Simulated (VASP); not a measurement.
# HoNb2As3 (P6/mmm) in VASP: notebook, part 2 of 2

VASP 6.6.1. The steps go on from the part before.

### Step 5. Relaxation of cell and atoms, PBE

This run uses another cell than the first one, of 20.18 Å³/atom.

INCAR reads:

```
SYSTEM = HoNb2As3
PREC = Accurate
ENCUT = 500
EDIFF = 1E-7
ISMEAR = 0
SIGMA = 0.1
LREAL = .FALSE.
LASPH = .TRUE.
NELM = 200
ALGO = Normal
ISIF = 3
LWAVE = .FALSE.
LCHARG = .FALSE.
GGA = PE
IBRION = 2
NSW = 100
EDIFFG = -0.01
GGA_COMPAT = .FALSE.
NELMIN = 4
LMAXMIX = 6
```

KPOINTS reads:

```
Automatic mesh
0
G
  6 6 10
  0 0 0
```

POSCAR reads:

```
HoNb2As3
1.0
    5.8557689321      0.0000000000      0.0000000000
   -2.9278844660      5.0712446539      0.0000000000
    0.0000000000      0.0000000000      4.0766161430
Ho Nb As
1 2 3
Direct
    0.0000000000      0.0000000000      0.0000000000
    0.6666666667      0.3333333333      0.0000000000
    0.3333333333      0.6666666667      0.0000000000
    0.0000000000      0.5000000000      0.5000000000
    0.5000000000      0.5000000000      0.5000000000
    0.5000000000      0.0000000000      0.5000000000
```

Potentials or basis: VASP PAW PBE potentials, release 64 (Ho_3, Nb_sv, As), 4f in core.

Run with:

```bash
$ cat potpaw_PBE.64/Ho_3/POTCAR potpaw_PBE.64/Nb_sv/POTCAR potpaw_PBE.64/As/POTCAR > POTCAR
$ mpirun -np 1 vasp_std > vasp.out
```

OUTCAR:

```text
SYSTEM = HoNb2As3
   PREC = Accurate
   ENCUT = 500
   EDIFF = 1E-7
   ISMEAR = 0
   LREAL = .FALSE.
   LASPH = .TRUE.
   NELM = 200
   ISIF = 3
   GGA = PE
   IBRION = 2
   NSW = 100
   EDIFFG = -0.01
   NELMIN = 4

 ion  position               nearest neighbor table
   1  0.000  0.000  0.000-   2 3.38   3 3.38   3 3.38   2 3.38   2 3.38   3 3.38
   2  0.667  0.333  0.000-   6 2.65   6 2.65   4 2.65   4 2.65   5 2.65   5 2.65   1 3.38   1 3.38
                             1 3.38
   3  0.333  0.667  0.000-   6 2.65   6 2.65   4 2.65   4 2.65   5 2.65   5 2.65   1 3.38   1 3.38
                             1 3.38
   4  0.000  0.500  0.500-   2 2.65   3 2.65   2 2.65   3 2.65
   5  0.500  0.500  0.500-   2 2.65   3 2.65   2 2.65   3 2.65
   6  0.500  0.000  0.500-   2 2.65   3 2.65   2 2.65   3 2.65

  LATTYP: Found a hexagonal cell.
 ALAT       =     5.8557689321
 C/A-ratio  =     0.6961709368

  Lattice vectors:

 A1 = (   5.8557689321,   0.0000000000,   0.0000000000)
 A2 = (  -2.9278844660,   5.0712446539,   0.0000000000)
 A3 = (   0.0000000000,   0.0000000000,   4.0766161430)

Analysis of symmetry for initial positions (statically):
=====================================================================
 Subroutine PRICEL returns:
 Original cell was already a primitive cell.

 Routine SETGRP: Setting up the symmetry group for a
 hexagonal supercell.

 Subroutine GETGRP returns: Found 24 space group operations
 (whereof 24 operations were pure point group operations)
 out of a pool of 24 trial point group operations.

The static configuration has the point symmetry D_6h.

Analysis of symmetry for dynamics (positions and initial velocities):
=====================================================================
 Subroutine PRICEL returns:
 Original cell was already a primitive cell.

 Routine SETGRP: Setting up the symmetry group for a
 hexagonal supercell.

[... 138 lines left out ...]
   LHFCALC =     F    Hartree Fock is set to
   AEXX    =    0.0000 exact exchange contribution
   IVDW    =     0    specifies the selected vdW correction
   LEPSILON=     F    determine dielectric tensor
   LRPA    =     F    only Hartree local field effects (RPA)
 conjugate gradient relaxation of ions
 non-spin polarized calculation
 Gauss-broadening in eV      SIGMA  =   0.10
  energy-cutoff  :      500.00
  volume of cell :      121.06
 maximum number of plane-waves:      3105
 NGX is ok and might be reduce to    48
   NGX = 21   NGY = 21   NGZ = 15

--------------------------------------- Ionic step        1  -------------------------------------------

 number of electron      50.0000001 magnetization

 Free energy of the ion-electron system (eV)
  ---------------------------------------------------
  ext. energy  EPLUGINS =         0.00000000
  ---------------------------------------------------
  free energy    TOTEN  =       -40.07959640 eV

  energy without entropy =      -40.03930303  energy(sigma->0) =      -40.05944971

------------------------ aborting loop because EDIFF is reached ----------------------------------------

  FORCE on cell =-STRESS in cart. coord.  units (eV):
  Direction    XX          YY          ZZ          XY          YZ          ZX
  --------------------------------------------------------------------------------------
  -------------------------------------------------------------------------------------
  Total        0.7507032      0.7507032     -0.6332278      0.0000000      0.0000000      0.0000000
  in kB        9.9352898      9.9352898     -8.3805451      0.0000000      0.0000000      0.0000000
  external PRESSURE =       3.8300115 kB  Pullay stress =       0.0000000 kB
[... 267 lines left out ...]
--------------------------------------- Ionic step        8  -------------------------------------------

 number of electron      49.9999999 magnetization

 Free energy of the ion-electron system (eV)
  ---------------------------------------------------
  ext. energy  EPLUGINS =         0.00000000
  ---------------------------------------------------
  free energy    TOTEN  =       -40.10812019 eV

  energy without entropy =      -40.07416889  energy(sigma->0) =      -40.09114454

 E-fermi :   7.5909     XC(G=0): -10.9955

 val. band max:        7.5865041805   @ k =   0.0000   0.0000   0.2000
 cond. band min:       7.6029581975   @ k =   0.0000   0.0000   0.4000
 fundamental gap:      0.0164540170
 Fermi energy:         7.5909497740

 k-point     1 :       0.0000    0.0000    0.0000
  band No.  band energies     occupation
      1     -47.7162      2.00000
      2     -47.6998      2.00000
      3     -23.9253      2.00000
      4     -23.8791      2.00000
      5     -23.8767      2.00000
      6     -23.8767      2.00000
[... 781 lines left out ...]
     29       8.8823      0.00000
     30       9.3568      0.00000

 [... further k-points ...]

------------------------ aborting loop because EDIFF is reached ----------------------------------------

  FORCE on cell =-STRESS in cart. coord.  units (eV):
  Direction    XX          YY          ZZ          XY          YZ          ZX
  --------------------------------------------------------------------------------------
  -------------------------------------------------------------------------------------
  Total       -0.0182001     -0.0182001     -0.0008069     -0.0000000     -0.0000000     -0.0000000
  in kB       -0.2369363     -0.2369363     -0.0105046     -0.0000000     -0.0000000     -0.0000000
  external PRESSURE =      -0.1614591 kB  Pullay stress =       0.0000000 kB
[... 21 lines left out ...]
  FREE ENERGIE OF THE ION-ELECTRON SYSTEM (eV)
  ---------------------------------------------------
  free  energy   TOTEN  =       -40.1081201940 eV

  energy  without entropy=      -40.0741688900  energy(sigma->0) =      -40.09114454

 reached required accuracy - stopping structural energy minimisation
```

It took 14 min on 1 thread of AMD EPYC 9R45 (Zen 5), shared host; peak memory 0.33 GiB.

What came out:

```
Free energy                           : -40.1081 eV
Relaxed volume                        : 20.51 Å³/atom
Relaxed cell                          : a = 5.987 Å, b = 5.987 Å, c = 3.964 Å, α = 90.00°, β = 90.00°, γ = 120.00°
Space group after relaxing (to 0.1 Å) : P6/mmm (No. 191)
Energy gained by relaxing             : 4.8 meV/atom
Ionic steps                           : 8
Pressure after relaxing               : 0.0 GPa
Band gap on the k mesh                : zero (bands 25 and 26 overlap by 1.25 eV)
```

Step by step:
```
step  energy change (eV)  largest force (eV/Å)  pressure (GPa)  volume (Å³)
   1              0.0000                0.0000            0.38       121.06
   2             -0.0110                0.0000           -0.08       121.90
   3             -0.0227                0.0000           -1.09       123.89
   4             -0.0274                0.0000           -0.53       123.52
   5             -0.0284                0.0000           -0.14       123.27
   6             -0.0284                0.0000           -0.12       123.25
   7             -0.0285                0.0000           -0.08       123.18
   8             -0.0285                0.0000           -0.02       123.07
```

Final structure:
```
Ho Nb As
1.0
     5.98715    0.00000    0.00000
    -2.99357    5.18502    0.00000
     0.00000    0.00000    3.96444
Ho Nb As
1 2 3
Direct
  0.00000 0.00000 0.00000
  0.66667 0.33333 0.00000
  0.33333 0.66667 0.00000
  0.00000 0.50000 0.50000
  0.50000 0.50000 0.50000
  0.50000 0.00000 0.50000
```

Levels at points of the mesh, in eV from the Fermi level:
```
           k point  band 22  band 23  band 24  band 25  band 26  band 27  band 28  band 29
(0.00, 0.00, 0.00)    -0.82    -0.54    -0.54    -0.31    -0.31     0.15     0.15     1.69
(0.50, 0.00, 0.00)    -2.78    -0.64    -0.51    -0.12    -0.08     0.42     0.88     1.28
(0.00, 0.00, 0.50)    -1.10    -0.65    -0.29    -0.29     0.38     0.57     0.57     1.81
(0.50, 0.00, 0.50)    -2.39    -2.18    -0.57    -0.36    -0.14     0.07     1.13     1.18
```

Caveat: spin-orbit coupling is left out, which moves the levels of the heavy elements; the 4f electrons are frozen in the core, so they carry no moment and show no levels. Spin polarisation is off, so any magnetic state and its effect on volume and gap are missing.

### Step 6. The runs side by side

| task | spin | cell | k mesh | gap on the mesh (eV) | pressure (GPa) | relaxed volume (Å³/atom) |
| --- | --- | --- | --- | --- | --- | --- |
| relaxation of cell and atoms | off | relaxed from a = 5.808, b = 5.808, c = 4.403 Å, angles 90.0, 90.0, 120.0°, 6 atoms | 3 × 3 × 4 | none | 0.0 | 20.46 |
| single point | off | a = 5.977, b = 5.977, c = 3.970 Å, angles 90.0, 90.0, 120.0°, 6 atoms | 6 × 6 × 10 | none | 0.1 | - |
| single point | collinear | a = 5.856, b = 5.856, c = 4.077 Å, angles 90.0, 90.0, 120.0°, 6 atoms | 3 × 3 × 4 | none | 0.3 | - |
| relaxation of cell and atoms | off | relaxed from a = 5.856, b = 5.856, c = 4.077 Å, angles 90.0, 90.0, 120.0°, 6 atoms | 6 × 6 × 10 | none | 0.0 | 20.51 |

Alike in all rows: level PBE; potentials or basis VASP PAW PBE potentials, release 64 (Ho_3, Nb_sv, As), 4f in core; cutoff (eV) 500; smearing gaussian 0.1 eV.

Caveats: some runs use coarse meshes; spin-orbit coupling is left out, which moves the levels of the heavy elements; the 4f electrons are frozen in the core, so they carry no moment and show no levels; the magnetic or orbital state may not be the lowest (at least some runs).

Total energies depend on the potentials used, so only differences within one code and one set of settings carry meaning.
